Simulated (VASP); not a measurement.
Wanted: the native input for a VASP 6.6.1 run.

| Item | Value |
| --- | --- |
| Task | single point |
| Functional | PBE |
| Dispersion | D3(BJ) |
| Potentials or basis | VASP PAW PBE potentials, release 64 (Ir) |
| Cutoff | 520 eV |
| k mesh | 4 × 4 × 1 |
| Occupations | gaussian, width 0.1 eV |
| Spin | no spin polarisation |
| Dipole correction | yes |
| Further INCAR settings | ALGO = Normal; EDIFF = 1e-06; NBANDS = 66 |

The structure of Ir lies in POSCAR:

```
Ir
1.0
    5.4313155574      0.0000000000      0.0000000000
   -2.7156577787      4.7036572487      0.0000000000
    0.0000000000      0.0000000000     23.2158505826
Ir
12
Direct
    0.3333333333      0.1666666667      0.3445921558
    0.3333333333      0.6666666667      0.3445921558
    0.8333333333      0.1666666667      0.3445921558
    0.8333333333      0.6666666667      0.3445921558
    0.6658196975      0.3316711672      0.4385645346
    0.6658514697      0.8341803025      0.4385645346
    0.1666666667      0.3333333333      0.4387370271
    0.1683288328      0.8341485303      0.4385645346
    0.0009155308      0.4990269157      0.5316825734
    0.0009730843      0.0018886151      0.5316825734
    0.4981113849      0.4990844692      0.5316825734
    0.5000000000      0.0000000000      0.5396652476
```

These files were run (other wordings do the same):

INCAR

```
SYSTEM = Ir
PREC = Accurate
ENCUT = 520
EDIFF = 1E-6
ISMEAR = 0
SIGMA = 0.1
LREAL = .FALSE.
LASPH = .TRUE.
NELM = 80
ALGO = Normal
ISIF = 2
LWAVE = .FALSE.
LCHARG = .FALSE.
LDIPOL = .TRUE.
IDIPOL = 3
DIPOL = 0.5 0.5 0.439
GGA = PE
IVDW = 12
NBANDS = 66
```

KPOINTS

```
regular mesh
0
G
  4 4 1
  0 0 0
```

Potentials or basis: VASP PAW PBE potentials, release 64 (Ir).

Run with:

```bash
$ cat potpaw_PBE.64/Ir/POTCAR > POTCAR
$ mpirun -np 1 vasp_std > vasp.out
```

It gave:

| Quantity | Value |
| --- | --- |
| Largest force | 1.522 eV/Å |
| Band gap on the k mesh | zero (bands 54 and 55 overlap by 1.12 eV) |
| Dispersion energy per atom | -0.481 eV |

Caveat: spin-orbit coupling is left out, which moves the levels of the heavy elements.

Wall time 8.3 min on 1 thread of Intel(R) Xeon(R) Platinum 8259CL CPU @ 2.50GHz (Skylake/Cascade Lake), with other jobs on the host, peak memory 0.63 GiB.
